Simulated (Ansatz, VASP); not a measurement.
# CaIr2S4 in VASP and in Ansatz

```xyz
14
Lattice="0.0012 5.2562 5.2511 5.2457 0.0037 5.2485 5.2462 5.2541 0.0034" Properties=species:S:1:pos:R:3 pbc="T T T"
Ca    2.6245    2.6287    2.6259
Ca    5.2445    0.0035    5.2482
Ir    6.5577    3.9432    3.9388
Ir    3.9351    3.9442    6.5626
Ir    6.5581    6.5713    6.5644
Ir    3.9353    6.5695    3.9402
S     4.1679    4.1792    4.1728
S     6.7915    8.9618    6.7999
S     6.3250    6.3335    4.1742
S     8.9483    8.9634    8.9558
S     8.9480    6.8082    6.7989
S     6.7913    6.8091    8.9545
S     6.3248    4.1808    6.3288
S     4.1683    6.3343    6.3298
```

Change from the starting cell: cell x1, atoms moved at random (sigma 0.15 Å) and cell strained at random (1.5 %), then relaxed without symmetry.

Alike in both runs: functional PBE; k mesh 2 × 2 × 2; occupations gaussian, width 0.1 eV; no spin polarisation.

Ansatz relaxed the structure, and its values are those at the end. VASP's run is a single point on that final structure, the one shown.

|  | VASP | Ansatz |
| --- | --- | --- |
| version | VASP 6.6.1 | Ansatz 0.2.0 |
| potentials or method | VASP PAW PBE potentials, release 64 (Ca_sv, Ir, S), cutoff 520 eV | scalar-relativistic, plane waves, PAW |
| valence electrons in the cell | 104 | 136 |

```csv
,VASP,Ansatz,Ansatz less VASP
gap on the k mesh at the Fermi level (eV),1.31,1.32,+0.003
least direct gap on the mesh (eV),1.32,1.32,+0.003
pressure (GPa),0.2,0.0,-0.17
rms of the force components (eV/Å),0.004,0.001,-0.0030
```

The functional is the same, so the differences come from potentials, cutoffs and numerics. VASP's potentials hold 104 valence electrons a cell and Ansatz's 136, so a difference there can come from the potentials and not from the codes.

The k mesh is coarse, so the values compare programs but aren't converged. Neither program's run includes spin-orbit coupling.
